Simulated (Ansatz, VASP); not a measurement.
## One calculation of Al, two programs

The input INCAR:

```
ALGO     = Normal         # electronic algorithm
EDIFF    = 1E-6           # SCF threshold, eV
ENCUT    = 500            # plane-wave cutoff, eV
GGA      = PE             # functional
GGA_COMPAT= False        
ISIF     = 2              # what is computed and relaxed
ISMEAR   = -1             # smearing method
LASPH    = True           # aspherical terms in the spheres
LCHARG   = True           # write CHGCAR
LELF     = True           # ELF
LREAL    = False          # projectors in reciprocal space
LVHAR    = True         
LWAVE    = False          # write WAVECAR
NBANDS   = 10             # bands
NELM     = 120            # most SCF steps
PREC     = Accurate       # precision mode
SIGMA    = 0.1            # smearing width, eV
```

Contents of KPOINTS:

```
k-points
0
Gamma
  4 8 8
```

Contents of POSCAR:

```
Al
1.0
    0.0000000000      4.0400000000      4.0400000000
    2.0200000000      0.0000000000      2.0200000000
    2.0200000000      0.0000000000     -2.0200000000
Al
2
Direct
   -0.2500000000     -0.0123762376     -0.5123762376
    0.2500000000      0.0123762376     -0.4876237624
```

Input for Ansatz:

```yaml
crystal:
  atoms:
  - position: [-0.24999999999999978, -0.01237623762376282, -0.5123762376237622]
    symbol: Al
  - position: [0.2500000000000002, 0.012376237623761931, -0.4876237623762374]
    symbol: Al
  lattice:
  - [0.0, 4.04, 4.04]
  - [2.02, 0.0, 2.02]
  - [2.02, 0.0, -2.02]
hamiltonian:
  dispersion: none
  pseudopotentials:
    kind: all_electron
    lapw: {}
    relativity: scalar
  xc: pbe
kpoints:
  mp_grid:
    grid: [4, 8, 8]
    shift: [0, 0, 0]
magnetization: {spin_polarized: false}
output: {forces: true, stress: true}
scf:
  occupations: {method: fermi_dirac, width: 0.1}
```

Alike in both runs: task single point; functional PBE; k mesh 4 × 8 × 8; occupations fermi-dirac, width 0.1 eV; no spin polarisation.

```csv
,VASP,Ansatz
version,VASP 6.6.1,Ansatz 0.2 development build
potentials or method,"VASP PAW PBE potentials, release 64 (Al), cutoff 500 eV","all-electron full-potential LAPW, scalar-relativistic"
```

Ansatz gave:

```
pressure (GPa)                                                : 0.3
traceless stress, the component that is largest in VASP (GPa) : -0.28
rms of the force components (eV/Å)                            : 0.106
```

Task: Estimate VASP's values.

Result: Pressure (GPa): 0.3; traceless stress, the component that is largest in VASP (GPa): -0.28; rms of the force components (eV/Å): 0.107.

Atom by atom the forces differ by 0.000 eV/Å (rms over components). Ansatz ran all-electron here, and VASP with PAW potentials.

The k mesh is coarse, so the values compare programs but aren't converged.
